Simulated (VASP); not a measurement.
# HC16 (a cell with a defect) in VASP: a series of runs, part 2 of 2

VASP 6.6.1. The steps go on from the part before.

### 3 Single point, PBE

INCAR

```
PREC = Accurate ; ENCUT = 520
EDIFF = 1E-6 ; ISMEAR = 0
SIGMA = 0.05 ; LREAL = Auto
LASPH = T ; NELM = 80
ALGO = Normal ; ISIF = 2
LWAVE = F ; LCHARG = F
GGA = PE ; NELECT = 64.0
NBANDS = 46
```

KPOINTS

```
regular mesh
0
Gamma
  3 3 3
```

POSCAR

```
HC16
1.0
    0.0000000000      3.5700000000      3.5700000000
    3.5700000000      0.0000000000      3.5700000000
    3.5700000000      3.5700000000      0.0000000000
C H
16 1
Direct
   -0.0037876184     -0.0214646043      0.0333337081
    0.1317983159      0.1151756072      0.1402661671
    0.0071036521     -0.0153580023      0.5098330252
    0.1393558074      0.1274688225      0.5981504485
    0.0061618663      0.4895410805      0.0060574936
    0.1330341992      0.6126730249      0.1300175005
    0.0070715752      0.4932545554      0.5016828957
    0.1349882418      0.6111907105      0.6314277243
    0.5098152225     -0.0109352438      0.0041737972
    0.6327816312      0.1212695845      0.1216248422
    0.5187921044     -0.0093376955      0.4912074285
    0.6344819042      0.1167436136      0.6274331545
    0.5085867514      0.4946547644      0.0002620467
    0.6330159319      0.6155511278      0.1287653137
    0.5088401561      0.4903002395      0.5026896708
    0.6331343184      0.6163209552      0.6255291857
    0.2211665304      1.0523280299     -0.1844190924
```

Potentials or basis: VASP PAW PBE potentials, release 64 (C, H).

The run is started by

```bash
$ cat potpaw_PBE.64/C/POTCAR potpaw_PBE.64/H/POTCAR > POTCAR
$ mpirun -np 1 vasp_std > vasp.out
```

OUTCAR:

```text
PREC = Accurate
   ENCUT = 520
   EDIFF = 1E-6
   ISMEAR = 0
   LREAL = Auto
   LASPH = T
   NELM = 80
   ISIF = 2
   GGA = PE
   NELECT = 64.0

 ion  position               nearest neighbor table
   1  0.996  0.979  0.033-  17 1.18  10 1.51   6 1.51   2 1.57   4 1.79
   2  0.132  0.115  0.140-   3 1.52   5 1.54   9 1.56   1 1.57
   3  0.007  0.985  0.510-   4 1.51   2 1.52  12 1.54   8 1.54
   4  0.139  0.127  0.598-  17 1.18   3 1.51   7 1.51  11 1.57   1 1.79
   5  0.006  0.490  0.006-  14 1.54   6 1.54   2 1.54   8 1.54
   6  0.133  0.613  0.130-   1 1.51   7 1.53   5 1.54  13 1.55
   7  0.007  0.493  0.502-   4 1.51   6 1.53  16 1.54   8 1.55
   8  0.135  0.611  0.631-   3 1.54  15 1.54   5 1.54   7 1.55
   9  0.510  0.989  0.004-  10 1.54  14 1.54  12 1.55   2 1.56
  10  0.633  0.121  0.122-   1 1.51  11 1.52   9 1.54  13 1.54
  11  0.519  0.991  0.491-  10 1.52  16 1.54  12 1.56   4 1.57
  12  0.634  0.117  0.627-   3 1.54  15 1.54   9 1.55  11 1.56
  13  0.509  0.495  0.000-  10 1.54  14 1.54  16 1.54   6 1.55
  14  0.633  0.616  0.129-   5 1.54   9 1.54  13 1.54  15 1.54
  15  0.509  0.490  0.503-  16 1.54  12 1.54   8 1.54  14 1.54
  16  0.633  0.616  0.626-  15 1.54   7 1.54  11 1.54  13 1.54
  17  0.221  0.052  0.816-   4 1.18   1 1.18

  LATTYP: Found a face centered cubic cell.
 ALAT       =     7.1400000000

  Lattice vectors:

 A1 = (   0.0000000000,   3.5700000000,   3.5700000000)
 A2 = (   3.5700000000,   0.0000000000,   3.5700000000)
 A3 = (   3.5700000000,   3.5700000000,   0.0000000000)

Analysis of symmetry for initial positions (statically):
=====================================================================
 Subroutine PRICEL returns:
 Original cell was already a primitive cell.

 Routine SETGRP: Setting up the symmetry group for a
 face centered cubic supercell.

 Subroutine GETGRP returns: Found  1 space group operations
 (whereof  1 operations were pure point group operations)
[... 159 lines left out ...]
   LORBIT       =      0    0 simple, 1 ext, 2 COOP (PROOUT), +10 PAW based schemes
   GGA     = PE    functional components
   LHFCALC =     F    Hartree Fock is set to
   AEXX    =    0.0000 exact exchange contribution
   IVDW    =     0    specifies the selected vdW correction
   LEPSILON=     F    determine dielectric tensor
   LRPA    =     F    only Hartree local field effects (RPA)
 non-spin polarized calculation
 Gauss-broadening in eV      SIGMA  =   0.05
  energy-cutoff  :      520.00
  volume of cell :       91.00
 maximum number of plane-waves:      2453
 NGX is ok and might be reduce to    40
   NGX = 19   NGY = 19   NGZ = 19

 number of electron      64.0000000 magnetization

 Free energy of the ion-electron system (eV)
  ---------------------------------------------------
  ext. energy  EPLUGINS =         0.00000000
  ---------------------------------------------------
  free energy    TOTEN  =      -155.22749031 eV

  energy without entropy =     -155.22749031  energy(sigma->0) =     -155.22749031

 E-fermi :  10.1366     XC(G=0): -13.2421

 val. band max:        9.8922306266   @ k =   0.0000   0.0000   0.0000
 cond. band min:      12.4965002974   @ k =   0.0000   0.0000   0.0000
 fundamental gap:      2.6042696708
 Fermi energy:        10.1366251155

 k-point     1 :       0.0000    0.0000    0.0000
  band No.  band energies     occupation
      1     -11.9900      2.00000
      2      -6.9403      2.00000
      3      -6.0140      2.00000
      4      -5.9364      2.00000
      5      -5.8840      2.00000
      6      -4.7872      2.00000
[... 647 lines left out ...]
     43      19.3275      0.00000
     44      19.4545      0.00000
 [bands above 44 left out]

------------------------ aborting loop because EDIFF is reached ----------------------------------------

  FORCE on cell =-STRESS in cart. coord.  units (eV):
  Direction    XX          YY          ZZ          XY          YZ          ZX
  --------------------------------------------------------------------------------------
  -------------------------------------------------------------------------------------
  Total       -5.6261221     -5.9032451     -5.8723203      2.5259954     -2.0618343     -2.5845675
  in kB      -99.0569826   -103.9361801   -103.3916990     44.4742351    -36.3019285    -45.5054926
  external PRESSURE =    -102.1282872 kB  Pullay stress =       0.0000000 kB

 VOLUME and BASIS-vectors are now :
 -----------------------------------------------------------------------------
  energy-cutoff  :      520.00
  volume of cell :       91.00
      direct lattice vectors                 reciprocal lattice vectors
     0.000000000  3.570000000  3.570000000    -0.140056022  0.140056022  0.140056022
     3.570000000  0.000000000  3.570000000     0.140056022 -0.140056022  0.140056022
     3.570000000  3.570000000  0.000000000     0.140056022  0.140056022 -0.140056022

 POSITION                                       TOTAL-FORCE (eV/Angst)
 -----------------------------------------------------------------------------------
      3.61237      3.67548      7.04985         0.007321     -0.003416      0.001512
      0.91193      0.97127      0.88170         0.014920      0.008347      0.011093
      5.33528      1.84546      3.54053         0.018880      0.021970     -0.023960
      2.59046      2.63290      0.95256        -0.004371      0.008210     -0.001060
      1.76929      0.04362      1.76966        -0.003774     -0.000897      0.003856
      2.65141      0.93909      2.66217        -0.019318      0.000612     -0.006358
[... 9 lines left out ...]
      4.43341      4.49343      4.46056         0.003555      0.000244     -0.013119
      3.09843      3.70119      0.97638         0.000398      0.012274      0.009077
 -----------------------------------------------------------------------------------
    total drift:                                0.002321      0.010171     -0.005212

  FREE ENERGIE OF THE ION-ELECTRON SYSTEM (eV)
  ---------------------------------------------------
  free  energy   TOTEN  =      -155.2274903080 eV

  energy  without entropy=     -155.2274903080  energy(sigma->0) =     -155.22749031
```

stdout:

```text
POSCAR found type information on POSCAR C H
 POSCAR found :  2 types and      17 ions
 scaLAPACK will be used
 LDA part: xc-table for (Slater+PW92), standard interpolation
 POSCAR, INCAR and KPOINTS ok, starting setup
 FFT: planning ... GRIDC
 FFT: planning ... GRID_SOFT
 FFT: planning ... GRID
 WAVECAR not read
 entering main loop
 the old and the new charge density differ
 old charge density:    65.00000 new   64.00000
    0.158E+01
```

Run time: 1.8 min. Hardware: 1 thread of Intel Xeon Platinum 8259CL at 2.50GHz (Skylake/Cascade Lake), shared host; peak memory 0.25 GiB.

Results:

| Quantity | Value |
| --- | --- |
| Free energy | -155.2275 eV |
| Largest force | 0.038 eV/Å |

Forces on the atoms (eV/Å):
```
C    0.007 -0.003  0.002
C    0.015  0.008  0.011
C    0.019  0.022 -0.024
C   -0.004  0.008 -0.001
C   -0.004 -0.001  0.004
C   -0.019  0.001 -0.006
C    0.007 -0.006 -0.003
C   -0.012 -0.014 -0.006
C    0.001 -0.011  0.008
C   -0.011 -0.016  0.012
C   -0.002  0.000  0.004
C   -0.006 -0.010 -0.009
C   -0.004 -0.003  0.018
C    0.004  0.008  0.003
C    0.006  0.003 -0.007
C    0.004  0.000 -0.013
H    0.000  0.012  0.009
```

Caveat: the k points lie up to 0.51 Å⁻¹ apart; the cell carries a net charge on a neutralising background, which shifts energy and pressure; the cell is charged against a uniform background, so pressure and absolute levels hang on convention.
